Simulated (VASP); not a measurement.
# Rh (P6_3/mmc) in VASP: a series of runs, part 2 of 2

VASP 6.6.1. The steps go on from the part before.

## Step 4: Single point, r2SCAN (13.24 Å³/atom)

This run uses another cell than the first one, of 13.24 Å³/atom.

Input file POSCAR:

```
Rh
1.0
    2.6669735327      0.0000000000      0.0000000000
   -1.3334867663      2.3096668305      0.0000000000
    0.0000000000      0.0000000000      4.2979974205
Rh
2
Direct
    0.3333333333      0.6666666667      0.2500000000
    0.6666666667      0.3333333333      0.7500000000
```

Input file INCAR.step1:

```
SYSTEM = Rh
PREC = Accurate
ENCUT = 680
ISMEAR = -1
SIGMA = 0.1
LREAL = .FALSE.
LASPH = .TRUE.
NELM = 120
NBANDS = 24
GGA = PE
ALGO = Normal
EDIFF = 1E-5
LWAVE = .TRUE.
LCHARG = .FALSE.
GGA_COMPAT = .FALSE.
```

Input file INCAR.step2:

```
SYSTEM = Rh
PREC = Accurate
ENCUT = 680
EDIFF = 1E-6
ISMEAR = -1
SIGMA = 0.1
LREAL = .FALSE.
LASPH = .TRUE.
NELM = 120
ALGO = Normal
ISIF = 2
LWAVE = .FALSE.
LCHARG = .FALSE.
METAGGA = R2SCAN
LMIXTAU = .TRUE.
NBANDS = 24
ISTART = 1
GGA_COMPAT = .FALSE.
```

Input file KPOINTS:

```
Automatic mesh
0
G
  15 15 8
  0 0 0
```

Potentials or basis: VASP PAW PBE potentials, release 64 (Rh_sv_GW).

On the command line:

```bash
$ cat potpaw_PBE.64/Rh_sv_GW/POTCAR > POTCAR
$ cp INCAR.step1 INCAR
$ mpirun -np 1 vasp_std > vasp.out
$ cp INCAR.step2 INCAR
$ mpirun -np 1 vasp_std > vasp.out
```

OUTCAR:

```text
SYSTEM = Rh
   PREC = Accurate
   ENCUT = 680
   EDIFF = 1E-6
   ISMEAR = -1
   LREAL = .FALSE.
   LASPH = .TRUE.
   NELM = 120
   ISIF = 2
   METAGGA = R2SCAN
   ISTART = 1

 ion  position               nearest neighbor table
   1  0.333  0.667  0.250-   2 2.64   2 2.64   2 2.64   2 2.64   2 2.64   2 2.64
   2  0.667  0.333  0.750-   1 2.64   1 2.64   1 2.64   1 2.64   1 2.64   1 2.64

  LATTYP: Found a hexagonal cell.
 ALAT       =     2.6669735327
 C/A-ratio  =     1.6115635824

  Lattice vectors:

 A1 = (   2.6669735327,   0.0000000000,   0.0000000000)
 A2 = (  -1.3334867663,   2.3096668305,   0.0000000000)
 A3 = (   0.0000000000,   0.0000000000,   4.2979974205)

Analysis of symmetry for initial positions (statically):
=====================================================================
 Subroutine PRICEL returns:
 Original cell was already a primitive cell.

 Routine SETGRP: Setting up the symmetry group for a
 hexagonal supercell.

 Subroutine GETGRP returns: Found 24 space group operations
 (whereof 12 operations were pure point group operations)
 out of a pool of 24 trial point group operations.

The static configuration has the point symmetry D_3d.
 The point group associated with its full space group is D_6h.

Analysis of symmetry for dynamics (positions and initial velocities):
=====================================================================
 Subroutine PRICEL returns:
 Original cell was already a primitive cell.

 Routine SETGRP: Setting up the symmetry group for a
 hexagonal supercell.

 Subroutine GETGRP returns: Found 24 space group operations
 (whereof 12 operations were pure point group operations)
 out of a pool of 24 trial point group operations.

The dynamic configuration has the point symmetry D_3d.
 The point group associated with its full space group is D_6h.

 Subroutine INISYM returns: Found 24 space group operations
 (whereof 12 operations are pure point group operations),
 and found     1 'primitive' translations

----------------------------------------------------------------------------------------

                                     Primitive cell

  volume of cell :      26.4749

  direct lattice vectors                    reciprocal lattice vectors
     2.666973533  0.000000000  0.000000000     0.374956852  0.216481439  0.000000000
    -1.333486766  2.309666830  0.000000000     0.000000000  0.432962879  0.000000000
     0.000000000  0.000000000  4.297997420     0.000000000  0.000000000  0.232666496

  length of vectors
     2.666973533  2.666973533  4.297997420     0.432962879  0.432962879  0.232666496

  position of ions in fractional coordinates (direct lattice)
     0.333333333  0.666666667  0.250000000
     0.666666667  0.333333333  0.750000000

  ion indices of the primitive-cell ions
   primitive index   ion index
                 1           1
                 2           2

----------------------------------------------------------------------------------------

 KPOINTS: Automatic mesh

Automatic generation of k-mesh.
 Grid dimensions read from file:
 generate k-points for:   15   15    8

 Generating k-lattice:

  Cartesian coordinates                     Fractional coordinates (reciprocal lattice)
     0.024997123  0.014432096  0.000000000     0.066666667  0.000000000  0.000000000
     0.000000000  0.028864192  0.000000000     0.000000000  0.066666667  0.000000000
     0.000000000  0.000000000  0.029083312     0.000000000  0.000000000  0.125000000

  Length of vectors
     0.028864192  0.028864192  0.029083312

  Shift w.r.t. Gamma in fractional coordinates (k-lattice)
     0.000000000  0.000000000  0.000000000

 Subroutine IBZKPT returns following result:
 ===========================================

 Found    135 irreducible k-points:

 Following reciprocal coordinates:
            Coordinates               Weight
  0.000000  0.000000  0.000000      1.000000
  0.066667  0.000000  0.000000      6.000000
  0.133333  0.000000  0.000000      6.000000
  0.200000  0.000000  0.000000      6.000000
  0.266667  0.000000  0.000000      6.000000
  0.333333  0.000000  0.000000      6.000000
[... 16 lines left out ...]
  0.333333  0.200000  0.000000     12.000000
  0.400000  0.200000  0.000000      6.000000
 [... further k-points ...]
   k-points           NKPTS =    135   k-points in BZ     NKDIM =    135   number of bands    NBANDS=     24
   number of dos      NEDOS =    301   number of ions     NIONS =      2
   total plane-waves  NPLWV =  23040
   dimension x,y,z NGX =    24 NGY =   24 NGZ =   40
   dimension x,y,z NGXF=    48 NGYF=   48 NGZF=   80
   ions per type =               2
   NGX,Y,Z   is equivalent  to a cutoff of  14.96, 14.96, 15.47 a.u.
   NGXF,Y,Z  is equivalent  to a cutoff of  29.92, 29.92, 30.94 a.u.
 SYSTEM =  Rh
   PREC   = accura    normal or accurate (medium, high low for compatibility)
   ISTART =      1    job   : 0-new  1-cont  2-samecut
   ICHARG =      0    charge: 1-file 2-atom 10-const
   ISPIN  =      1    spin polarized calculation?
   LNONCOLLINEAR =      F non collinear calculations
   LSORBIT =      F    spin-orbit coupling
   LASPH  =      T    aspherical Exc in radial PAW
   ENCUT  =  680.0 eV  49.98 Ry    7.07 a.u.   5.67  5.67  9.14*2*pi/ulx,y,z
   NELM   =    120;   NELMIN=  2; NELMDL=  0     # of ELM steps
   EDIFF  = 0.1E-05   stopping-criterion for ELM
   LREAL  =      F    real-space projection
   EDIFFG = 0.1E-04   stopping-criterion for IOM
   NSW    =      0    number of steps for IOM
   IBRION =     -1    ionic relax: 0-MD 1-quasi-New 2-CG
   NFREE  =      0    steps in history (QN), initial steepest desc. (CG)
   ISIF   =      2    stress and relaxation
   ISYM   =      2    0-nonsym 1-usesym 2-fastsym
   POTIM  = 0.5000    time-step for ionic-motion
   TEBEG  =    0.0;   TEEND  =   0.0 temperature during run
   PSTRESS=    0.0 pullay stress
   NELECT =      34.0000    total number of electrons
   NUPDOWN=      -1.0000    fix difference up-down
   EMIN   =  10.00;   EMAX   =-10.00  energy-range for DOS
   EFERMI =   0.00;   METHOD = LEGACY
   ISMEAR =    -1;   SIGMA  =   0.10  broadening in eV -4-tet -1-fermi 0-gaus
   EFERMI_NEDOS =   21; number of points for ismear=-14 and -15
   IALGO  =     38    algorithm
   IMIX   =      4    mixing-type and parameters
     AMIX     =   0.40;   BMIX     =  1.00
     AMIX_MAG =   1.60;   BMIX_MAG =  1.00
  volume/ion in A,a.u.               =      13.24        89.33
  Fermi-wavevector in a.u.,A,eV,Ry     =   1.779466  3.362703 43.082847  3.166500
  Thomas-Fermi vector in A             =   2.844453
   LORBIT       =      0    0 simple, 1 ext, 2 COOP (PROOUT), +10 PAW based schemes
   METAGGA = R2SCAN    functional components
   LHFCALC =     F    Hartree Fock is set to
   AEXX    =    0.0000 exact exchange contribution
   IVDW    =     0    specifies the selected vdW correction
   LEPSILON=     F    determine dielectric tensor
   LRPA    =     F    only Hartree local field effects (RPA)
 non-spin polarized calculation
  energy-cutoff  :      680.00
  volume of cell :       26.47
 maximum number of plane-waves:      1093
 NGX is ok and might be reduce to    24
   NGX = 11   NGY = 11   NGZ = 19

 number of electron      34.0000000 magnetization

 Free energy of the ion-electron system (eV)
  ---------------------------------------------------
  ext. energy  EPLUGINS =         0.00000000
  ---------------------------------------------------
  free energy    TOTEN  =       -46.49048427 eV

  energy without entropy =      -46.39022541  energy(sigma->0) =      -46.44035484

 E-fermi :  11.4520     XC(G=0): -15.5624

 val. band max:       11.4451192276   @ k =   0.4000   0.2000   0.2500
 cond. band min:      11.4526931780   @ k =   0.2667   0.0667   0.3750
 fundamental gap:      0.0075739504
 Fermi energy:        11.4519608614

 k-point     1 :       0.0000    0.0000    0.0000
  band No.  band energies     occupation
      1     -69.9220      2.00000
      2     -69.7689      2.00000
      3     -37.4174      2.00000
      4     -36.6247      2.00000
      5     -36.6247      2.00000
      6     -36.4994      2.00000
[... 16 lines left out ...]
     23      30.2002      0.00000
     24      30.8553      0.00000
[... 598 lines left out ...]
      2     -69.7320      2.00000
      3     -37.2109      2.00000
      4     -37.0677      2.00000
      5     -36.9589      2.00000
      6     -36.9424      2.00000
[... 16 lines left out ...]
     23      24.8318      0.00000
     24      27.2366      0.00000

 [... further k-points ...]

------------------------ aborting loop because EDIFF is reached ----------------------------------------

  FORCE on cell =-STRESS in cart. coord.  units (eV):
  Direction    XX          YY          ZZ          XY          YZ          ZX
  --------------------------------------------------------------------------------------
  -------------------------------------------------------------------------------------
  Total        2.0773049      2.0773049      2.0680643      0.0000000      0.0000000      0.0000000
  in kB      125.7119697    125.7119697    125.1527614      0.0000000      0.0000000      0.0000000
  external PRESSURE =     125.5255669 kB  Pullay stress =       0.0000000 kB

 VOLUME and BASIS-vectors are now :
 -----------------------------------------------------------------------------
  energy-cutoff  :      680.00
  volume of cell :       26.47
      direct lattice vectors                 reciprocal lattice vectors
     2.666973533  0.000000000  0.000000000     0.374956852  0.216481439  0.000000000
    -1.333486766  2.309666830  0.000000000     0.000000000  0.432962879  0.000000000
     0.000000000  0.000000000  4.297997420     0.000000000  0.000000000  0.232666496

 POSITION                                       TOTAL-FORCE (eV/Angst)
 -----------------------------------------------------------------------------------
     -0.00000      1.53978      1.07450        -0.000000      0.000000      0.000000
      1.33349      0.76989      3.22350         0.000000     -0.000000      0.000000
 -----------------------------------------------------------------------------------
    total drift:                               -0.000000      0.000000     -0.000000

  FREE ENERGIE OF THE ION-ELECTRON SYSTEM (eV)
  ---------------------------------------------------
  free  energy   TOTEN  =       -46.4904842686 eV

  energy  without entropy=      -46.3902254128  energy(sigma->0) =      -46.44035484
```

Run time: 3.1 min. Hardware: 1 thread of Intel Xeon 6975P-C (Granite Rapids), shared host; peak memory 0.27 GiB.

Results:

```
Free energy            : -46.4905 eV
Pressure               : 12.6 GPa
Band gap on the k mesh : zero (bands 17 and 18 overlap by 2.56 eV)
```

Caveat: the cell stands under pressure; the PAW data sets were made with another functional, which shifts forces and pressure a little.

## Step 5: The runs side by side

| spin | cell | k mesh | smearing | gap on the mesh (eV) | pressure (GPa) |
| --- | --- | --- | --- | --- | --- |
| off | a = 2.704, b = 2.704, c = 4.357 Å, angles 90.0, 90.0, 120.0°, 2 atoms | 13 × 13 × 7 | fermi-dirac 0.1 eV | none | 0.1 |
| collinear, ferromagnetic start | a = 2.701, b = 2.701, c = 4.358 Å, angles 90.0, 90.0, 120.0°, 2 atoms | 13 × 13 × 7 | fermi-dirac 0.05 eV | none | 0.1 |
| off | a = 2.667, b = 2.667, c = 4.298 Å, angles 90.0, 90.0, 120.0°, 2 atoms | 15 × 15 × 8 | fermi-dirac 0.1 eV | none | 12.6 |

Alike in all rows: task single point; level r2SCAN; potentials or basis VASP PAW PBE potentials, release 64 (Rh_sv_GW); cutoff (eV) 680.

Caveats: the PAW data sets were made with another functional, which shifts forces and pressure a little; the cell stands under pressure (at least some runs).

Total energies depend on the potentials used, so only differences within one code and one set of settings carry meaning.
